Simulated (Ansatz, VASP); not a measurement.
**Zr3S2: VASP beside Ansatz**

File INCAR:

```
SYSTEM = Zr3S2
PREC = Accurate
ENCUT = 520
EDIFF = 1E-7
ISMEAR = 0
SIGMA = 0.15
LREAL = .FALSE.
LASPH = .TRUE.
NELM = 60
ALGO = Normal
ISIF = 2
LWAVE = .FALSE.
LCHARG = .FALSE.
GGA = PS
NBANDS = 32
```

The input KPOINTS:

```
regular mesh
0
G
  12 12 12
  0 0 0
```

File POSCAR:

```
Zr3S2
1.0
    2.7213442956      1.5711688616      3.2629628141
   -2.7213442956      1.5711688616      3.2629628141
    0.0000000000     -3.1423377232      3.2629628142
Zr S
3 2
Direct
    0.1618381745      0.8381618255      0.5000000000
    0.5000000000      0.1618381745      0.8381618255
    0.8381618255      0.5000000000      0.1618381745
    0.3349612447      0.3349612447      0.3349612447
    0.6650387553      0.6650387553      0.6650387553
```

Input for Ansatz:

```yaml
crystal:
  lattice:
    - [2.7213442956, 1.5711688616, 3.2629628141]
    - [-2.7213442956, 1.5711688616, 3.2629628141]
    - [0.0, -3.1423377232, 3.2629628142]
  atoms:
    - { symbol: Zr, position: [0.1618381745, 0.8381618255, 0.5] }
    - { symbol: Zr, position: [0.5, 0.1618381745, 0.8381618255] }
    - { symbol: Zr, position: [0.8381618255, 0.5, 0.1618381745] }
    - { symbol: S, position: [0.3349612447, 0.3349612447, 0.3349612447] }
    - { symbol: S, position: [0.6650387553, 0.6650387553, 0.6650387553] }
basis:
  ecutwfc: 420
kpoints:
  mp_grid: { grid: [12, 12, 12] }
hamiltonian:
  xc: pbesol
scf:
  occupations: { method: gaussian, width: 0.15 }
output:
  forces: true
  stress: true
  eigenvalues: true
```

Change from the starting cell: strain -0.050 along x and y, -0.050 along z, atoms carried along.

Alike in both runs: task single point; functional PBEsol; k mesh 12 × 12 × 12; occupations gaussian, width 0.15 eV; no spin polarisation.

|  | VASP | Ansatz |
| --- | --- | --- |
| version | VASP 6.6.1 | Ansatz 0.2.0 |
| potentials or method | VASP PAW PBE potentials, release 64 (Zr_sv, S), cutoff 520 eV | scalar-relativistic, plane waves, PAW |
| valence electrons in the cell | 48 | 48 |

Ansatz gave:

```
gap on the k mesh at the Fermi level (eV)                     : none
pressure (GPa)                                                : 27.8
traceless stress, the component that is largest in VASP (GPa) : 2.10
rms of the force components (eV/Å)                            : 0.276
```

**Question.** Which values does VASP return?

**Answer.** gap on the k mesh at the Fermi level (eV): none; pressure (GPa): 28.1; traceless stress, the component that is largest in VASP (GPa): 2.22; rms of the force components (eV/Å): 0.280.

VASP's potentials were made for PBE, not for PBEsol. Atom by atom the forces differ by 0.005 eV/Å (rms over components). A gap of «none» marks a metal or a gap that the smearing closes.
